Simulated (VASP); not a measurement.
A run of VASP 6.6.1 is set up as follows.

The input INCAR:

```
ALGO     = Normal         # electronic algorithm
EDIFF    = 1E-6           # SCF threshold, eV
ENCUT    = 520            # plane-wave cutoff, eV
GGA      = PE             # functional
ISIF     = 2              # what is computed and relaxed
ISMEAR   = 0              # smearing method
IVDW     = 12             # dispersion correction
LASPH    = T              # aspherical terms in the spheres
LCHARG   = T              # write CHGCAR
LELF     = T              # ELF
LREAL    = F              # projectors in reciprocal space
LVHAR    = T            
LWAVE    = F              # write WAVECAR
NBANDS   = 34             # bands
NELM     = 100            # most SCF steps
PREC     = Accurate       # precision mode
SIGMA    = 0.1            # smearing width, eV
```

File KPOINTS:

```
k-points
0
Gamma
  3 3 4
```

File POSCAR:

```
RbAs8
1.0
    7.6770576100      0.0000000000      0.0000000000
   -3.8385288000      6.6485269100      0.0000000000
    0.0000000000      0.0000000000      5.4526530500
Rb As
1 8
Direct
    0.0000000000      0.0000000000      0.5000000000
    0.3333333300      0.6666666700      0.1156940500
    0.3333333300      0.1666666700      0.1156940500
    0.8333333300      0.6666666700      0.1156940500
    0.8333333300      0.1666666700      0.1156940500
    0.1666666700      0.8333333300      0.8843059500
    0.1666666700      0.3333333300      0.8843059500
    0.6666666700      0.8333333300      0.8843059500
    0.6666666700      0.3333333300      0.8843059500
```

Potentials or basis: VASP PAW PBE potentials, release 64 (Rb_sv, As).

The run is started by

```console
$ cat potpaw_PBE.64/Rb_sv/POTCAR potpaw_PBE.64/As/POTCAR > POTCAR
$ mpirun -np 1 vasp_std > vasp.out
```

Problem. Estimate the band gap on the k mesh.

Solution. Zero (an odd number of electrons rules out a gap without spin polarisation).

Problem. What does it give for the largest force?

Solution. 0.729 eV/Å.

Problem. Predict the pressure.

Solution. -0.2 GPa.

Problem. Estimate the dispersion energy per atom.

Solution. -0.283 eV.

Forces in eV/Å, atoms in the order of the input:
```
Rb   0.000  0.000  0.000
As   0.000  0.000  0.364
As   0.595  0.344 -0.242
As   0.000 -0.687 -0.242
As  -0.595  0.344 -0.242
As   0.595 -0.344  0.242
As   0.000  0.687  0.242
As  -0.595 -0.344  0.242
As   0.000  0.000 -0.364
```
